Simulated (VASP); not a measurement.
# Ti (Fm-3m) in VASP: a series of runs, part 2 of 2

VASP 6.6.1.

## 3. Electric field gradients, LDA (volume scaled by 0.98)

INCAR reads:

```
SYSTEM = Ti
  PREC = Accurate
  ENCUT = 520
  EDIFF = 1E-8
  ISMEAR = -1
  SIGMA = 0.05
  LREAL = .FALSE.
  LASPH = .TRUE.
  NELM = 80
  ALGO = Normal
  ISIF = 2
  LWAVE = .FALSE.
  LCHARG = .FALSE.
  LEFG = .TRUE.
  NBANDS = 12
```

KPOINTS reads:

```
regular mesh
0
G
  14 14 14
  0 0 0
```

POSCAR reads:

```
Ti
1.0
    0.0000000000      2.0163754284      2.0163754284
    2.0163754284      0.0000000000      2.0163754284
    2.0163754284      2.0163754284      0.0000000000
Ti
1
Direct
    0.0000000000      0.0000000000      0.0000000000
```

Potentials or basis: VASP PAW LDA potentials, release 64 (Ti_sv).

On the command line:

```console
$ cat potpaw_LDA.64/Ti_sv/POTCAR > POTCAR
$ mpirun -np 1 vasp_std > vasp.out
```

OUTCAR:

```text
SYSTEM = Ti
   PREC = Accurate
   ENCUT = 520
   EDIFF = 1E-8
   ISMEAR = -1
   LREAL = .FALSE.
   LASPH = .TRUE.
   NELM = 80
   ISIF = 2

 ion  position               nearest neighbor table
   1  0.000  0.000  0.000-

  LATTYP: Found a face centered cubic cell.
 ALAT       =     4.0327508568

  Lattice vectors:

 A1 = (   0.0000000000,   2.0163754284,   2.0163754284)
 A2 = (   2.0163754284,   0.0000000000,   2.0163754284)
 A3 = (   2.0163754284,   2.0163754284,   0.0000000000)

Analysis of symmetry for initial positions (statically):
=====================================================================
 Subroutine PRICEL returns:
 Original cell was already a primitive cell.

 Routine SETGRP: Setting up the symmetry group for a
 face centered cubic supercell.

 Subroutine GETGRP returns: Found 48 space group operations
 (whereof 48 operations were pure point group operations)
 out of a pool of 48 trial point group operations.

The static configuration has the point symmetry O_h .

Analysis of symmetry for dynamics (positions and initial velocities):
=====================================================================
 Subroutine PRICEL returns:
 Original cell was already a primitive cell.

 Routine SETGRP: Setting up the symmetry group for a
 face centered cubic supercell.

 Subroutine GETGRP returns: Found 48 space group operations
 (whereof 48 operations were pure point group operations)
 out of a pool of 48 trial point group operations.

The dynamic configuration has the point symmetry O_h .

 Subroutine INISYM returns: Found 48 space group operations
 (whereof 48 operations are pure point group operations),
 and found     1 'primitive' translations

[... 155 lines left out ...]
      7       9.4855      0.00000
      8       9.4855      0.00000
      9      11.2249      0.00000
     10      11.2249      0.00000
     11      24.2732      0.00000
     12      28.9513      0.00000
[... 331 lines left out ...]
 k-point    24 :       0.2857    0.1429    0.0000
  band No.  band energies     occupation
      1     -47.2243      2.00000
      2     -23.8917      2.00000
      3     -23.5832      2.00000
      4     -23.5750      2.00000
      5       4.6720      2.00000
      6       8.2802      1.99686
      7       9.6255      0.00000
      8      10.1739      0.00000
      9      10.9922      0.00000
     10      11.7725      0.00000
     11      22.8592      0.00000
     12      25.2898      0.00000

 [... further k-points ...]
[... 5 lines left out ...]
  --------------------------------------------------------------------------------------
  -------------------------------------------------------------------------------------
  Total       -0.2903133     -0.2903133     -0.2903133      0.0000000      0.0000000      0.0000000
  in kB      -28.3682984    -28.3682984    -28.3682984      0.0000000      0.0000000      0.0000000
  external PRESSURE =     -28.3682984 kB  Pullay stress =       0.0000000 kB

 VOLUME and BASIS-vectors are now :
 -----------------------------------------------------------------------------
  energy-cutoff  :      520.00
  volume of cell :       16.40
      direct lattice vectors                 reciprocal lattice vectors
     0.000000000  2.016375428  2.016375428    -0.247969695  0.247969695  0.247969695
     2.016375428  0.000000000  2.016375428     0.247969695 -0.247969695  0.247969695
     2.016375428  2.016375428  0.000000000     0.247969695  0.247969695 -0.247969695

 POSITION                                       TOTAL-FORCE (eV/Angst)
 -----------------------------------------------------------------------------------
      0.00000      0.00000      0.00000         0.000000      0.000000      0.000000
 -----------------------------------------------------------------------------------
    total drift:                                0.000000      0.000000     -0.000000

  FREE ENERGIE OF THE ION-ELECTRON SYSTEM (eV)
  ---------------------------------------------------
  free  energy   TOTEN  =        -8.5015391497 eV

  energy  without entropy=       -8.4869752592  energy(sigma->0) =       -8.49425720

 Electric field gradients (V/A^2)
---------------------------------------------------------------------
 ion       V_xx      V_yy      V_zz      V_xy      V_xz      V_yz
---------------------------------------------------------------------
   1       0.000     0.000    -0.000    -0.001    -0.001    -0.001
---------------------------------------------------------------------

 Electric field gradients after diagonalization (V/A^2)
 (convention: |V_zz| > |V_xx| > |V_yy|)
----------------------------------------------------------------------
 ion       V_xx      V_yy      V_zz     asymmetry (V_yy - V_xx)/ V_zz
----------------------------------------------------------------------
   1       0.001     0.001    -0.001       0.000
----------------------------------------------------------------------

           NMR quadrupolar parameters

 Cq : quadrupolar parameter    Cq=e*Q*V_zz/h
 eta: asymmetry parameters     (V_yy - V_xx)/ V_zz
 Q  : nuclear electric quadrupole moment in mb (millibarn)
----------------------------------------------------------------------
 ion       Cq(MHz)       eta       Q (mb)
----------------------------------------------------------------------
   1      -0.000       0.000       1.000
----------------------------------------------------------------------
```

OSZICAR:

```text
N       E                     dE             d eps       ncg     rms          rms(c)
DAV:   1     0.854348417051E+02    0.85435E+02   -0.64115E+03  2500   0.121E+03
DAV:   2    -0.518060330976E+01   -0.90615E+02   -0.88110E+02  2536   0.297E+02
DAV:   3    -0.937493047126E+01   -0.41943E+01   -0.41520E+01  3488   0.644E+01
DAV:   4    -0.946587508808E+01   -0.90945E-01   -0.90813E-01  2828   0.823E+00
DAV:   5    -0.946798943947E+01   -0.21144E-02   -0.21143E-02  3004   0.105E+00    0.861E+00
DAV:   6    -0.850910852231E+01    0.95888E+00   -0.19733E+00  2708   0.207E+01    0.230E+00
DAV:   7    -0.849340247256E+01    0.15706E-01   -0.95004E-02  3052   0.332E+00    0.129E+00
DAV:   8    -0.850121476170E+01   -0.78123E-02   -0.41129E-02  2608   0.259E+00    0.153E-01
DAV:   9    -0.850149666153E+01   -0.28190E-03   -0.29332E-03  3136   0.613E-01    0.810E-02
DAV:  10    -0.850155167842E+01   -0.55017E-04   -0.31754E-04  2656   0.205E-01    0.119E-02
DAV:  11    -0.850154009911E+01    0.11579E-04   -0.21121E-05  2980   0.648E-02    0.109E-02
DAV:  12    -0.850153914036E+01    0.95874E-06   -0.28943E-06  2708   0.203E-02    0.116E-03
DAV:  13    -0.850153916159E+01   -0.21229E-07   -0.12912E-07  3076   0.377E-03    0.184E-03
DAV:  14    -0.850153914996E+01    0.11635E-07   -0.81019E-08  2596   0.393E-03    0.602E-05
DAV:  15    -0.850153914974E+01    0.21441E-09   -0.60295E-10  1596   0.305E-04
   1 F= -.85015391E+01 E0= -.84942572E+01  d E =-.145639E-01
```

Run time: 11 s. Hardware: 1 thread of Intel Xeon Platinum 8488C (Sapphire Rapids), shared host; peak memory 0.14 GiB.

Results:

* Free energy: -8.5015 eV
* Pressure: -2.8 GPa
* Band gap on the k mesh: zero (band 6 reaches 9.49 eV, above the bottom of band 7 at 8.15 eV)

Caveat: without QUAD_EFG the Cq values of the log hold for a quadrupole moment of 1 mb, not for the nuclei.
